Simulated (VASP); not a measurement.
# Ga2O3 (R-3c) in VASP: relaxation of cell and atoms with PBEsol

Aim: the relaxation of cell and atoms of Ga2O3 with PBEsol.

Program: VASP 6.6.1. These are calculated values, not measurements. Logs are shortened: lines on timing, memory, paths and dates and some standing lists are left out, and cuts for length are marked.

### 1 The cell of the first run

The structure is trigonal, space group R-3c (No. 167). The conventional cell has a = 4.982 Å, b = 4.982 Å, c = 13.433 Å, α = 90.00°, β = 90.00°, γ = 120.00°. Ga (site symmetry 3) has 6 O at 1.92 to 2.08 Å within 2.5 Å. O (site symmetry 2) has 4 Ga at 1.92 to 2.08 Å within 2.5 Å.

### 2 Relaxation of cell and atoms, PBEsol

File INCAR:

```
SYSTEM = Ga2O3
  ALGO = Normal
  EDIFF = 1E-7
  EDIFFG = -0.005
  ENCUT = 600
  GGA = PS
  IBRION = 2
  ISIF = 3
  ISMEAR = 0
  LASPH = .TRUE.
  LCHARG = .FALSE.
  LREAL = .FALSE.
  LWAVE = .FALSE.
  NELM = 80
  NSW = 100
  PREC = Accurate
  SIGMA = 0.02
```

File KPOINTS:

```
k-points
0
G
  6 6 6
  0 0 0
```

File POSCAR:

```
Ga2O3
1.0
    2.4912500000      1.4383238581      4.4776666667
   -2.4912500000      1.4383238581      4.4776666667
    0.0000000000     -2.8766477162      4.4776666667
Ga O
4 6
Direct
    0.3554000000      0.3554000000      0.3554000000
    0.1446000000      0.1446000000      0.1446000000
    0.6446000000      0.6446000000      0.6446000000
    0.8554000000      0.8554000000      0.8554000000
    0.5549000000      0.9451000000      0.2500000000
    0.2500000000      0.5549000000      0.9451000000
    0.9451000000      0.2500000000      0.5549000000
    0.4451000000      0.0549000000      0.7500000000
    0.7500000000      0.4451000000      0.0549000000
    0.0549000000      0.7500000000      0.4451000000
```

Potentials or basis: VASP PAW PBE potentials, release 64 (Ga_d, O).

The run is started by

```sh
$ cat potpaw_PBE.64/Ga_d/POTCAR potpaw_PBE.64/O/POTCAR > POTCAR
$ mpirun -np 1 vasp_std > vasp.out
```

OUTCAR:

```text
SYSTEM = Ga2O3
   EDIFF = 1E-7
   EDIFFG = -0.005
   ENCUT = 600
   GGA = PS
   IBRION = 2
   ISIF = 3
   ISMEAR = 0
   LASPH = .TRUE.
   LREAL = .FALSE.
   NELM = 80
   NSW = 100
   PREC = Accurate

 ion  position               nearest neighbor table
   1  0.355  0.355  0.355-   9 1.92   8 1.92  10 1.92   7 2.08   6 2.08   5 2.08   2 2.83
   2  0.145  0.145  0.145-  10 1.92   8 1.92   9 1.92   7 2.08   6 2.08   5 2.08   1 2.83
   3  0.645  0.645  0.645-   6 1.92   5 1.92   7 1.92   9 2.08  10 2.08   8 2.08   4 2.83
   4  0.855  0.855  0.855-   7 1.92   5 1.92   6 1.92   9 2.08  10 2.08   8 2.08   3 2.83
   5  0.555  0.945  0.250-   3 1.92   4 1.92   1 2.08   2 2.08
   6  0.250  0.555  0.945-   3 1.92   4 1.92   1 2.08   2 2.08
   7  0.945  0.250  0.555-   4 1.92   3 1.92   1 2.08   2 2.08
   8  0.445  0.055  0.750-   1 1.92   2 1.92   3 2.08   4 2.08
   9  0.750  0.445  0.055-   1 1.92   2 1.92   3 2.08   4 2.08
  10  0.055  0.750  0.445-   2 1.92   1 1.92   3 2.08   4 2.08

  LATTYP: Found a trigonal (rhomboedric) cell.
 ALAT       =     5.3220861381
 COS(alpha) =     0.5617712961

  Lattice vectors:

 A1 = (   2.4912500000,   1.4383238581,   4.4776666667)
 A2 = (  -2.4912500000,   1.4383238581,   4.4776666667)
 A3 = (   0.0000000000,  -2.8766477162,   4.4776666667)

Analysis of symmetry for initial positions (statically):
=====================================================================
 Subroutine PRICEL returns:
 Original cell was already a primitive cell.

 Routine SETGRP: Setting up the symmetry group for a
 trigonal (rhombohedral) supercell.

 Subroutine GETGRP returns: Found 12 space group operations
 (whereof  6 operations were pure point group operations)
 out of a pool of 12 trial point group operations.

The static configuration has the point symmetry S_6 .
 The point group associated with its full space group is D_3d.

Analysis of symmetry for dynamics (positions and initial velocities):
=====================================================================
 Subroutine PRICEL returns:
 Original cell was already a primitive cell.

 Routine SETGRP: Setting up the symmetry group for a
 trigonal (rhombohedral) supercell.

 Subroutine GETGRP returns: Found 12 space group operations
 (whereof  6 operations were pure point group operations)
 out of a pool of 12 trial point group operations.

The dynamic configuration has the point symmetry S_6 .
 The point group associated with its full space group is D_3d.

 Subroutine INISYM returns: Found 12 space group operations
 (whereof  6 operations are pure point group operations),
 and found     1 'primitive' translations

[... 117 lines left out ...]
   ISYM   =      2    0-nonsym 1-usesym 2-fastsym
   POTIM  = 0.5000    time-step for ionic-motion
   TEBEG  =    0.0;   TEEND  =   0.0 temperature during run
   PSTRESS=    0.0 pullay stress
   NELECT =      88.0000    total number of electrons
   NUPDOWN=      -1.0000    fix difference up-down
   EMIN   =  10.00;   EMAX   =-10.00  energy-range for DOS
   EFERMI =   0.00;   METHOD = LEGACY
   ISMEAR =     0;   SIGMA  =   0.02  broadening in eV -4-tet -1-fermi 0-gaus
   EFERMI_NEDOS =   21; number of points for ismear=-14 and -15
   IALGO  =     38    algorithm
   IMIX   =      4    mixing-type and parameters
     AMIX     =   0.40;   BMIX     =  1.00
     AMIX_MAG =   1.60;   BMIX_MAG =  1.00
  volume/ion in A,a.u.               =       9.63        64.96
  Fermi-wavevector in a.u.,A,eV,Ry     =   1.588827  3.002448 34.346173  2.524372
  Thomas-Fermi vector in A             =   2.687771
   LORBIT       =      0    0 simple, 1 ext, 2 COOP (PROOUT), +10 PAW based schemes
   GGA     = PS    functional components
   LHFCALC =     F    Hartree Fock is set to
   AEXX    =    0.0000 exact exchange contribution
   IVDW    =     0    specifies the selected vdW correction
   LEPSILON=     F    determine dielectric tensor
   LRPA    =     F    only Hartree local field effects (RPA)
 conjugate gradient relaxation of ions
 non-spin polarized calculation
 Gauss-broadening in eV      SIGMA  =   0.02
  energy-cutoff  :      600.00
  volume of cell :       96.27
 maximum number of plane-waves:      3233
 NGX is ok and might be reduce to    48
   NGX = 21   NGY = 21   NGZ = 21

--------------------------------------- Ionic step        1  -------------------------------------------

 number of electron      88.0000004 magnetization

 Free energy of the ion-electron system (eV)
  ---------------------------------------------------
  ext. energy  EPLUGINS =         0.00000000
  ---------------------------------------------------
  free energy    TOTEN  =       -63.80802228 eV

  energy without entropy =      -63.80802228  energy(sigma->0) =      -63.80802228

------------------------ aborting loop because EDIFF is reached ----------------------------------------

  FORCE on cell =-STRESS in cart. coord.  units (eV):
  Direction    XX          YY          ZZ          XY          YZ          ZX
  --------------------------------------------------------------------------------------
  -------------------------------------------------------------------------------------
  Total        1.5323741      1.5323741      1.1008718     -0.0000000     -0.0000000      0.0000000
  in kB       25.5034179     25.5034179     18.3218919     -0.0000000     -0.0000000      0.0000000
  external PRESSURE =      23.1095759 kB  Pullay stress =       0.0000000 kB
[... 295 lines left out ...]
--------------------------------------- Ionic step        8  -------------------------------------------

 number of electron      87.9999991 magnetization

 Free energy of the ion-electron system (eV)
  ---------------------------------------------------
  ext. energy  EPLUGINS =         0.00000000
  ---------------------------------------------------
  free energy    TOTEN  =       -63.82058156 eV

  energy without entropy =      -63.82058156  energy(sigma->0) =      -63.82058156

 E-fermi :   4.4984     XC(G=0): -12.4242

 val. band max:        4.3265547027   @ k =  -0.1667   0.1667   0.0000
 cond. band min:       7.0071951237   @ k =   0.0000   0.0000   0.0000
 fundamental gap:      2.6806404210
 Fermi energy:         4.4983794272

 k-point     1 :       0.0000    0.0000    0.0000
  band No.  band energies     occupation
      1     -14.5950      2.00000
      2     -12.5579      2.00000
      3     -12.5579      2.00000
      4     -12.5374      2.00000
      5     -12.5155      2.00000
      6     -12.5155      2.00000
[... 1309 lines left out ...]
     51      14.1142      0.00000
     52      14.9687      0.00000

 [... further k-points ...]
[... 5 lines left out ...]
  --------------------------------------------------------------------------------------
  -------------------------------------------------------------------------------------
  Total       -0.0085590     -0.0085590     -0.0135539     -0.0000000      0.0000000     -0.0000000
  in kB       -0.1410101     -0.1410101     -0.2233013     -0.0000000      0.0000000     -0.0000000
  external PRESSURE =      -0.1684405 kB  Pullay stress =       0.0000000 kB
[... 25 lines left out ...]
  FREE ENERGIE OF THE ION-ELECTRON SYSTEM (eV)
  ---------------------------------------------------
  free  energy   TOTEN  =       -63.8205815618 eV

  energy  without entropy=      -63.8205815618  energy(sigma->0) =      -63.82058156

 reached required accuracy - stopping structural energy minimisation
```

OSZICAR:

```text
N       E                     dE             d eps       ncg     rms          rms(c)
DAV:   1     0.127367126998E+04    0.12737E+04   -0.44415E+04  3868   0.348E+03
DAV:   2     0.219289782272E+03   -0.10544E+04   -0.10093E+04  3392   0.883E+02
[... 70 lines left out ...]
   7 F= -.63820562E+02 E0= -.63820562E+02  d E =-.294686E-03
       N       E                     dE             d eps       ncg     rms          rms(c)
DAV:   1    -0.638206572430E+02   -0.94868E-04   -0.40172E-03  3372   0.373E-01    0.659E-02
DAV:   2    -0.638206116430E+02    0.45600E-04   -0.14255E-04  4228   0.133E-01    0.396E-02
DAV:   3    -0.638205805452E+02    0.31098E-04   -0.31193E-05  5072   0.703E-02    0.307E-03
DAV:   4    -0.638205815940E+02   -0.10488E-05   -0.12000E-05  3580   0.268E-02    0.202E-03
DAV:   5    -0.638205815618E+02    0.32234E-07   -0.41567E-07  3784   0.465E-03
   8 F= -.63820582E+02 E0= -.63820582E+02  d E =-.191966E-04
```

CONTCAR:

```text
Ga2O3
   1.00000000000000
     2.5020126714091813    1.4445376893350488    4.4844911738286681
    -2.5020126714091813    1.4445376893350488    4.4844911738286681
     0.0000000000000000   -2.8890753786700976    4.4844911738286681
  Ga              O
     4     6
Direct
     0.3558931640694537    0.3558931640694537    0.3558931640694537
     0.1441068359305463    0.1441068359305463    0.1441068359305463
     0.6441068359305463    0.6441068359305463    0.6441068359305463
     0.8558931640694537    0.8558931640694537    0.8558931640694537
     0.5528317299335029    0.9471682700664971    0.2500000000000000
     0.2500000000000001    0.5528317299335030    0.9471682700664970
     0.9471682700664970    0.2499999999999999    0.5528317299335030
     0.4471682700664971    0.0528317299335030    0.7500000000000000
     0.7499999999999999    0.4471682700664970    0.0528317299335031
     0.0528317299335030    0.7500000000000001    0.4471682700664970

  0.00000000E+00  0.00000000E+00  0.00000000E+00
  0.00000000E+00  0.00000000E+00  0.00000000E+00
  0.00000000E+00  0.00000000E+00  0.00000000E+00
  0.00000000E+00  0.00000000E+00  0.00000000E+00
  0.00000000E+00  0.00000000E+00  0.00000000E+00
  0.00000000E+00  0.00000000E+00  0.00000000E+00
  0.00000000E+00  0.00000000E+00  0.00000000E+00
  0.00000000E+00  0.00000000E+00  0.00000000E+00
  0.00000000E+00  0.00000000E+00  0.00000000E+00
  0.00000000E+00  0.00000000E+00  0.00000000E+00
```

It took 30 min on 1 thread of Intel Xeon Platinum 8259CL at 2.50GHz (Skylake/Cascade Lake), shared host; peak memory 0.42 GiB.

What came out:

| Quantity | Value |
| --- | --- |
| Free energy | -63.8206 eV |
| Relaxed volume | 9.72 Å³/atom |
| Relaxed cell | a = 5.335 Å, b = 5.335 Å, c = 5.335 Å, α = 55.94°, β = 55.94°, γ = 55.94° |
| Space group after relaxing (to 0.1 Å) | R-3c (No. 167) |
| Energy gained by relaxing | 1.3 meV/atom |
| Ionic steps | 8 |
| Pressure after relaxing | 0.0 GPa |
| Band gap on the k mesh | 2.68 eV (least direct gap 2.94 eV) |

Step by step:
```
step  energy change (eV)  largest force (eV/Å)  pressure (GPa)  volume (Å³)
   1              0.0000                0.1598            2.31        96.27
   2             -0.0053                0.0507           -2.10        98.21
   3             -0.0105                0.0820           -0.35        97.40
   4             -0.0121                0.0383           -0.09        97.29
   5             -0.0122                0.0384            0.02        97.24
   6             -0.0125                0.0151            0.01        97.24
   7             -0.0125                0.0024            0.00        97.25
   8             -0.0126                0.0001           -0.02        97.25
```

Final structure:
```yaml
crystal:
  lattice:
    - [2.50201, 1.44454, 4.48449]
    - [-2.50201, 1.44454, 4.48449]
    - [0.00000, -2.88908, 4.48449]
  atoms:
    - { symbol: Ga, position: [0.35589, 0.35589, 0.35589] }
    - { symbol: Ga, position: [0.14411, 0.14411, 0.14411] }
    - { symbol: Ga, position: [0.64411, 0.64411, 0.64411] }
    - { symbol: Ga, position: [0.85589, 0.85589, 0.85589] }
    - { symbol: O, position: [0.55283, 0.94717, 0.25000] }
    - { symbol: O, position: [0.25000, 0.55283, 0.94717] }
    - { symbol: O, position: [0.94717, 0.25000, 0.55283] }
    - { symbol: O, position: [0.44717, 0.05283, 0.75000] }
    - { symbol: O, position: [0.75000, 0.44717, 0.05283] }
    - { symbol: O, position: [0.05283, 0.75000, 0.44717] }
```

Levels at points of the mesh, in eV from the valence-band top:
| k point | band 41 | band 42 | band 43 | band 44 | band 45 | band 46 | band 47 | band 48 |
| --- | --- | --- | --- | --- | --- | --- | --- | --- |
| (0.00, 0.00, 0.00) | -0.32 | -0.32 | -0.26 | -0.26 | 2.68 | 6.55 | 6.65 | 8.74 |
| (0.50, 0.00, 0.00) | -0.99 | -0.99 | -0.15 | -0.15 | 6.29 | 6.29 | 6.60 | 6.60 |
| (0.50, 0.50, 0.00) | -0.87 | -0.70 | -0.25 | -0.15 | 6.43 | 6.63 | 7.44 | 7.60 |
| (0.50, 0.50, 0.50) | -0.31 | -0.31 | -0.31 | -0.31 | 5.74 | 5.74 | 7.72 | 7.72 |

Caveat: the PAW data sets were made with another functional, which shifts forces and pressure a little. A k mesh can miss the band edges.
